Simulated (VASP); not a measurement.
# Cs (P6_3/mmc) in VASP: further runs

Runs on Cs. Level: PBEsol. Tasks: single point.

All numbers are computed with VASP 6.6.1; they aren't measurements. Logs are shortened: lines on timing, memory, paths and dates and some standing lists are left out, and cuts for length are marked.

## Step 1: The cell of the first run

The structure is hexagonal, space group P6_3/mmc (No. 194). Conventional cell: a = 5.385 Å, b = 5.385 Å, c = 8.794 Å, α = 90.00°, β = 90.00°, γ = 120.00°.

This isn't the form of Cs at room conditions, which is bcc.

## Step 2: Single point, PBEsol

Input file INCAR:

```
SYSTEM = Cs
ALGO     = Normal         ! electronic algorithm
EDIFF    = 1E-7           ! SCF threshold, eV
ENCUT    = 520            ! plane-wave cutoff, eV
GGA      = PS             ! functional
ISIF     = 2              ! what is computed and relaxed
ISMEAR   = -1             ! smearing method
LASPH    = .True.         ! aspherical terms in the spheres
LCHARG   = .False.        ! write CHGCAR
LREAL    = .False.        ! projectors in reciprocal space
LWAVE    = .False.        ! write WAVECAR
NBANDS   = 16             ! bands
NELM     = 100            ! most SCF steps
PREC     = Accurate       ! precision mode
SIGMA    = 0.1            ! smearing width, eV
```

Input file KPOINTS:

```
k-points
0
Gamma
  7 7 4
  0 0 0
```

Input file POSCAR:

```
Cs
1.0
    5.3854752340      0.0000000000      0.0000000000
   -2.6927376170      4.6639583641      0.0000000000
    0.0000000000      0.0000000000      8.7944810571
Cs
2
Direct
    0.3333333333      0.6666666667      0.2500000000
    0.6666666667      0.3333333333      0.7500000000
```

Potentials or basis: VASP PAW PBE potentials, release 64 (Cs_sv).

Launch:

```
$ cat potpaw_PBE.64/Cs_sv/POTCAR > POTCAR
$ mpirun -np 1 vasp_std > vasp.out
```

OUTCAR:

```text
SYSTEM = Cs
   EDIFF = 1E-7
   ENCUT = 520
   GGA = PS
   ISIF = 2
   ISMEAR = -1
   LASPH = .True.
   LREAL = .False.
   NELM = 100
   PREC = Accurate

 ion  position               nearest neighbor table
   1  0.333  0.667  0.250-
   2  0.667  0.333  0.750-

  LATTYP: Found a hexagonal cell.
 ALAT       =     5.3854752340
 C/A-ratio  =     1.6330000000

  Lattice vectors:

 A1 = (   5.3854752340,   0.0000000000,   0.0000000000)
 A2 = (  -2.6927376170,   4.6639583641,   0.0000000000)
 A3 = (   0.0000000000,   0.0000000000,   8.7944810571)

Analysis of symmetry for initial positions (statically):
=====================================================================
 Subroutine PRICEL returns:
 Original cell was already a primitive cell.

 Routine SETGRP: Setting up the symmetry group for a
 hexagonal supercell.

 Subroutine GETGRP returns: Found 24 space group operations
 (whereof 12 operations were pure point group operations)
 out of a pool of 24 trial point group operations.

The static configuration has the point symmetry D_3d.
 The point group associated with its full space group is D_6h.

Analysis of symmetry for dynamics (positions and initial velocities):
=====================================================================
 Subroutine PRICEL returns:
 Original cell was already a primitive cell.

 Routine SETGRP: Setting up the symmetry group for a
 hexagonal supercell.

 Subroutine GETGRP returns: Found 24 space group operations
 (whereof 12 operations were pure point group operations)
 out of a pool of 24 trial point group operations.

The dynamic configuration has the point symmetry D_3d.
 The point group associated with its full space group is D_6h.

 Subroutine INISYM returns: Found 24 space group operations
 (whereof 12 operations are pure point group operations),
 and found     1 'primitive' translations

----------------------------------------------------------------------------------------

                                     Primitive cell

  volume of cell :     220.8965

  direct lattice vectors                    reciprocal lattice vectors
     5.385475234  0.000000000  0.000000000     0.185684634  0.107205074  0.000000000
    -2.692737617  4.663958364  0.000000000     0.000000000  0.214410147  0.000000000
     0.000000000  0.000000000  8.794481057     0.000000000  0.000000000  0.113707676

  length of vectors
     5.385475234  5.385475234  8.794481057     0.214410147  0.214410147  0.113707676

  position of ions in fractional coordinates (direct lattice)
     0.333333333  0.666666667  0.250000000
     0.666666667  0.333333333  0.750000000

  ion indices of the primitive-cell ions
   primitive index   ion index
                 1           1
                 2           2

----------------------------------------------------------------------------------------

 KPOINTS: k-points

Automatic generation of k-mesh.
 Grid dimensions read from file:
 generate k-points for:    7    7    4

 Generating k-lattice:

  Cartesian coordinates                     Fractional coordinates (reciprocal lattice)
     0.026526376  0.015315011  0.000000000     0.142857143  0.000000000  0.000000000
     0.000000000  0.030630021  0.000000000     0.000000000  0.142857143  0.000000000
     0.000000000  0.000000000  0.028426919     0.000000000  0.000000000  0.250000000

  Length of vectors
     0.030630021  0.030630021  0.028426919

  Shift w.r.t. Gamma in fractional coordinates (k-lattice)
     0.000000000  0.000000000  0.000000000

 Subroutine IBZKPT returns following result:
 ===========================================

 Found     24 irreducible k-points:

 Following reciprocal coordinates:
            Coordinates               Weight
  0.000000  0.000000  0.000000      1.000000
  0.142857  0.000000  0.000000      6.000000
  0.285714 -0.000000  0.000000      6.000000
  0.428571  0.000000  0.000000      6.000000
  0.142857  0.142857  0.000000      6.000000
  0.285714  0.142857  0.000000     12.000000
[... 16 lines left out ...]
  0.428571  0.142857  0.500000      6.000000
  0.285714  0.285714  0.500000      6.000000
   k-points           NKPTS =     24   k-points in BZ     NKDIM =     24   number of bands    NBANDS=     16
   number of dos      NEDOS =    301   number of ions     NIONS =      2
   total plane-waves  NPLWV = 112000
   dimension x,y,z NGX =    40 NGY =   40 NGZ =   70
   dimension x,y,z NGXF=    80 NGYF=   80 NGZF=  140
   ions per type =               2
   NGX,Y,Z   is equivalent  to a cutoff of  12.35, 12.35, 13.23 a.u.
   NGXF,Y,Z  is equivalent  to a cutoff of  24.70, 24.70, 26.46 a.u.
 SYSTEM =  Cs
   PREC   = accura    normal or accurate (medium, high low for compatibility)
   ISTART =      0    job   : 0-new  1-cont  2-samecut
   ICHARG =      2    charge: 1-file 2-atom 10-const
   ISPIN  =      1    spin polarized calculation?
   LNONCOLLINEAR =      F non collinear calculations
   LSORBIT =      F    spin-orbit coupling
   LASPH  =      T    aspherical Exc in radial PAW
   ENCUT  =  520.0 eV  38.22 Ry    6.18 a.u.  10.01 10.01 16.35*2*pi/ulx,y,z
   NELM   =    100;   NELMIN=  2; NELMDL= -5     # of ELM steps
   EDIFF  = 0.1E-06   stopping-criterion for ELM
   LREAL  =      F    real-space projection
   EDIFFG = 0.1E-05   stopping-criterion for IOM
   NSW    =      0    number of steps for IOM
   IBRION =     -1    ionic relax: 0-MD 1-quasi-New 2-CG
   NFREE  =      0    steps in history (QN), initial steepest desc. (CG)
   ISIF   =      2    stress and relaxation
   ISYM   =      2    0-nonsym 1-usesym 2-fastsym
   POTIM  = 0.5000    time-step for ionic-motion
   TEBEG  =    0.0;   TEEND  =   0.0 temperature during run
   PSTRESS=    0.0 pullay stress
   NELECT =      18.0000    total number of electrons
   NUPDOWN=      -1.0000    fix difference up-down
   EMIN   =  10.00;   EMAX   =-10.00  energy-range for DOS
   EFERMI =   0.00;   METHOD = LEGACY
   ISMEAR =    -1;   SIGMA  =   0.10  broadening in eV -4-tet -1-fermi 0-gaus
   EFERMI_NEDOS =   21; number of points for ismear=-14 and -15
   IALGO  =     38    algorithm
   IMIX   =      4    mixing-type and parameters
     AMIX     =   0.40;   BMIX     =  1.00
     AMIX_MAG =   1.60;   BMIX_MAG =  1.00
  volume/ion in A,a.u.               =     110.45       745.34
  Fermi-wavevector in a.u.,A,eV,Ry     =   0.709746  1.341225  6.853782  0.503739
  Thomas-Fermi vector in A             =   1.796409
   LORBIT       =      0    0 simple, 1 ext, 2 COOP (PROOUT), +10 PAW based schemes
   GGA     = PS    functional components
   LHFCALC =     F    Hartree Fock is set to
   AEXX    =    0.0000 exact exchange contribution
   IVDW    =     0    specifies the selected vdW correction
   LEPSILON=     F    determine dielectric tensor
   LRPA    =     F    only Hartree local field effects (RPA)
 non-spin polarized calculation
  energy-cutoff  :      520.00
  volume of cell :      220.90
 maximum number of plane-waves:      5970
   NGX = 21   NGY = 21   NGZ = 33

 number of electron      18.0000001 magnetization

 Free energy of the ion-electron system (eV)
  ---------------------------------------------------
  ext. energy  EPLUGINS =         0.00000000
  ---------------------------------------------------
  free energy    TOTEN  =        -1.92840440 eV

  energy without entropy =       -1.85059835  energy(sigma->0) =       -1.88950137

 E-fermi :   0.4709     XC(G=0):  -5.5814

 val. band max:        0.4220121780   @ k =   0.0000   0.0000   0.0000
 cond. band min:       0.4885565666   @ k =   0.1429   0.1429   0.2500
 fundamental gap:      0.0665443885
 Fermi energy:         0.4709234727

 k-point     1 :       0.0000    0.0000    0.0000
  band No.  band energies     occupation
      1     -23.3432      2.00000
      2     -23.3358      2.00000
      3     -10.2150      2.00000
      4     -10.0794      2.00000
      5     -10.0794      2.00000
      6     -10.0581      2.00000
[... 8 lines left out ...]
     15       3.2191      0.00000
     16       3.2191      0.00000

 k-point     2 :       0.1429    0.0000    0.0000
  band No.  band energies     occupation
      1     -23.3420      2.00000
      2     -23.3352      2.00000
      3     -10.2049      2.00000
      4     -10.1022      2.00000
      5     -10.0865      2.00000
      6     -10.0816      2.00000
[... 8 lines left out ...]
     15       3.1952      0.00000
     16       3.2056      0.00000

 k-point     3 :       0.2857   -0.0000    0.0000
  band No.  band energies     occupation
      1     -23.3390      2.00000
      2     -23.3341      2.00000
      3     -10.1791      2.00000
      4     -10.1536      2.00000
      5     -10.1320      2.00000
      6     -10.1018      2.00000
[... 8 lines left out ...]
     15       3.0299      0.00000
     16       3.6213      0.00000

 k-point     4 :       0.4286    0.0000    0.0000
  band No.  band energies     occupation
      1     -23.3363      2.00000
      2     -23.3334      2.00000
      3     -10.1949      2.00000
      4     -10.1706      2.00000
      5     -10.1509      2.00000
      6     -10.1135      2.00000
[... 8 lines left out ...]
     15       2.8330      0.00000
     16       4.0653      0.00000
[... 324 lines left out ...]
 k-point    22 :       0.2857    0.1429    0.5000
  band No.  band energies     occupation
      1     -23.3352      2.00000
      2     -23.3352      2.00000
      3     -10.1870      2.00000
      4     -10.1870      2.00000
      5     -10.1131      2.00000
      6     -10.1131      2.00000
[... 8 lines left out ...]
     15       3.1563      0.00000
     16       3.1563      0.00000

 k-point    23 :       0.4286    0.1429    0.5000
  band No.  band energies     occupation
      1     -23.3344      2.00000
      2     -23.3344      2.00000
      3     -10.2014      2.00000
      4     -10.2014      2.00000
      5     -10.1203      2.00000
      6     -10.1203      2.00000
[... 8 lines left out ...]
     15       3.2093      0.00000
     16       3.2093      0.00000

 k-point    24 :       0.2857    0.2857    0.5000
  band No.  band energies     occupation
      1     -23.3342      2.00000
      2     -23.3342      2.00000
      3     -10.1877      2.00000
      4     -10.1877      2.00000
      5     -10.1421      2.00000
      6     -10.1421      2.00000
[... 8 lines left out ...]
     15       3.1765      0.00000
     16       3.1765      0.00000

------------------------ aborting loop because EDIFF is reached ----------------------------------------

  FORCE on cell =-STRESS in cart. coord.  units (eV):
  Direction    XX          YY          ZZ          XY          YZ          ZX
  --------------------------------------------------------------------------------------
  -------------------------------------------------------------------------------------
  Total       -0.0572887     -0.0572887     -0.0356557     -0.0000000      0.0000000      0.0000000
  in kB       -0.4155188     -0.4155188     -0.2586135     -0.0000000      0.0000000      0.0000000
  external PRESSURE =      -0.3632170 kB  Pullay stress =       0.0000000 kB

 VOLUME and BASIS-vectors are now :
 -----------------------------------------------------------------------------
  energy-cutoff  :      520.00
  volume of cell :      220.90
      direct lattice vectors                 reciprocal lattice vectors
     5.385475234  0.000000000  0.000000000     0.185684634  0.107205074  0.000000000
    -2.692737617  4.663958364  0.000000000     0.000000000  0.214410147  0.000000000
     0.000000000  0.000000000  8.794481057     0.000000000  0.000000000  0.113707676

 POSITION                                       TOTAL-FORCE (eV/Angst)
 -----------------------------------------------------------------------------------
     -0.00000      3.10931      2.19862        -0.000000      0.000000      0.000000
      2.69274      1.55465      6.59586         0.000000      0.000000      0.000000
 -----------------------------------------------------------------------------------
    total drift:                                0.000000     -0.000000      0.000000

  FREE ENERGIE OF THE ION-ELECTRON SYSTEM (eV)
  ---------------------------------------------------
  free  energy   TOTEN  =        -1.9284043978 eV

  energy  without entropy=       -1.8505983452  energy(sigma->0) =       -1.88950137
```

Run time: 57 s. Hardware: 1 thread of Intel Xeon 6975P-C (Granite Rapids), shared host; peak memory 0.33 GiB.

What came out:

```yaml
Free_energy: -1.9284 eV
Pressure: 0.0 GPa
Band_gap_on_the_k_mesh: zero (bands 9 and 10 overlap by 1.58 eV)
```

Caveat: the PAW data sets were made with another functional, which shifts forces and pressure a little; spin-orbit coupling is left out, which moves the levels of the heavy elements.

## Step 3: Single point, PBEsol (97.19 Å³/atom)

This run uses another cell than the first one, of 97.19 Å³/atom.

INCAR is that of step 2.

Input file KPOINTS:

```
k-points
0
Gamma
  8 8 4
  0 0 0
```

Input file POSCAR:

```
Cs
1.0
    5.1608145952      0.0000000000      0.0000000000
   -2.5804072976      4.4693965437      0.0000000000
    0.0000000000      0.0000000000      8.4276102339
Cs
2
Direct
    0.3333333333      0.6666666667      0.2500000000
    0.6666666667      0.3333333333      0.7500000000
```

Potentials or basis: VASP PAW PBE potentials, release 64 (Cs_sv).

Launch:

```
$ cat potpaw_PBE.64/Cs_sv/POTCAR > POTCAR
$ mpirun -np 1 vasp_std > vasp.out
```

Wall time 41 s (1 thread of Intel Xeon 6975P-C (Granite Rapids), shared host); peak memory 0.32 GiB.

Results (log left out):

```yaml
Free_energy: -1.9060 eV
Pressure: 0.3 GPa
Band_gap_on_the_k_mesh: zero (bands 9 and 10 overlap by 1.69 eV)
```

Levels at points of the mesh, in eV from the Fermi level:
```tsv
k point	band 7	band 8	band 9	band 10	band 11	band 12
(0.00, 0.00, 0.00)	-10.42	-10.42	-1.84	-0.09	0.97	2.49
(0.50, 0.00, 0.00)	-10.48	-10.46	-0.01	0.37	0.70	0.98
(0.00, 0.00, 0.50)	-10.44	-10.44	-1.13	-1.13	1.69	1.69
(0.50, 0.00, 0.50)	-10.48	-10.48	0.10	0.10	1.09	1.09
```

Caveat: the PAW data sets were made with another functional, which shifts forces and pressure a little; spin-orbit coupling is left out, which moves the levels of the heavy elements.

## Step 4: Single point, PBEsol (101.61 Å³/atom)

This run uses another cell than the first one, of 101.61 Å³/atom.

Input file INCAR:

```
SYSTEM = Cs
ALGO = Normal
EDIFF = 1E-6
ENCUT = 520
GGA = PS
ISIF = 2
ISMEAR = -1
LASPH = .True.
LCHARG = .False.
LREAL = .False.
LWAVE = .False.
NBANDS = 16
NELM = 80
PREC = Accurate
SIGMA = 0.1
```

KPOINTS is that of step 3.

Input file POSCAR:

```
Cs
1.0
    5.2378530365      0.0000000000      0.0000000000
   -2.6189265182      4.5361137909      0.0000000000
    0.0000000000      0.0000000000      8.5534140085
Cs
2
Direct
    0.3333333333      0.6666666667      0.2500000000
    0.6666666667      0.3333333333      0.7500000000
```

Potentials or basis: VASP PAW PBE potentials, release 64 (Cs_sv).

Launch:

```
$ cat potpaw_PBE.64/Cs_sv/POTCAR > POTCAR
$ mpirun -np 1 vasp_std > vasp.out
```

OUTCAR:

```text
SYSTEM = Cs
   EDIFF = 1E-6
   ENCUT = 520
   GGA = PS
   ISIF = 2
   ISMEAR = -1
   LASPH = .True.
   LREAL = .False.
   NELM = 80
   PREC = Accurate

 ion  position               nearest neighbor table
   1  0.333  0.667  0.250-
   2  0.667  0.333  0.750-

  LATTYP: Found a hexagonal cell.
 ALAT       =     5.2378530365
 C/A-ratio  =     1.6330000000

  Lattice vectors:

 A1 = (   5.2378530365,   0.0000000000,   0.0000000000)
 A2 = (  -2.6189265182,   4.5361137909,   0.0000000000)
[... 626 lines left out ...]
      3      -9.9568      2.00000
      4      -9.9568      2.00000
      5      -9.8323      2.00000
      6      -9.8323      2.00000
[... 8 lines left out ...]
     15       3.6546      0.00000
     16       3.6546      0.00000

 [... further k-points ...]
[... 5 lines left out ...]
  --------------------------------------------------------------------------------------
  -------------------------------------------------------------------------------------
  Total        0.2025024      0.2025024      0.1786814      0.0000000      0.0000000      0.0000000
  in kB        1.5964821      1.5964821      1.4086825      0.0000000      0.0000000      0.0000000
  external PRESSURE =       1.5338822 kB  Pullay stress =       0.0000000 kB

 VOLUME and BASIS-vectors are now :
 -----------------------------------------------------------------------------
  energy-cutoff  :      520.00
  volume of cell :      203.22
      direct lattice vectors                 reciprocal lattice vectors
     5.237853036  0.000000000  0.000000000     0.190917919  0.110226512  0.000000000
    -2.618926518  4.536113791  0.000000000     0.000000000  0.220453023  0.000000000
     0.000000000  0.000000000  8.553414009     0.000000000  0.000000000  0.116912381

 POSITION                                       TOTAL-FORCE (eV/Angst)
 -----------------------------------------------------------------------------------
     -0.00000      3.02408      2.13835         0.000000      0.000000      0.000000
      2.61893      1.51204      6.41506        -0.000000     -0.000000      0.000000
 -----------------------------------------------------------------------------------
    total drift:                               -0.000000      0.000000     -0.000000

  FREE ENERGIE OF THE ION-ELECTRON SYSTEM (eV)
  ---------------------------------------------------
  free  energy   TOTEN  =        -1.9182222160 eV

  energy  without entropy=       -1.8345816361  energy(sigma->0) =       -1.87640193
```

stdout:

```text
POSCAR found type information on POSCAR Cs
 POSCAR found :  1 types and       2 ions
 scaLAPACK will be used
 -----------------------------------------------------------------------------
|                                                                             |
|                                                                             |
|     You enforced a specific xc type in the INCAR file but a different       |
|     I HOPE YOU KNOW WHAT YOU ARE DOING!                                     |
|                                                                             |
 -----------------------------------------------------------------------------

 LDA part: xc-table for (Slater+PW92), standard interpolation
 POSCAR, INCAR and KPOINTS ok, starting setup
 FFT: planning ... GRIDC
 FFT: planning ... GRID_SOFT
 FFT: planning ... GRID
 WAVECAR not read
 entering main loop
```

Run time: 35 s. Hardware: 1 thread of Intel Xeon 6975P-C (Granite Rapids), shared host; peak memory 0.33 GiB.

Results:

* Free energy: -1.9182 eV
* Pressure: 0.2 GPa
* Band gap on the k mesh: zero (bands 9 and 10 overlap by 1.68 eV)

Caveat: the PAW data sets were made with another functional, which shifts forces and pressure a little; spin-orbit coupling is left out, which moves the levels of the heavy elements.

[end of part 1 of 2]
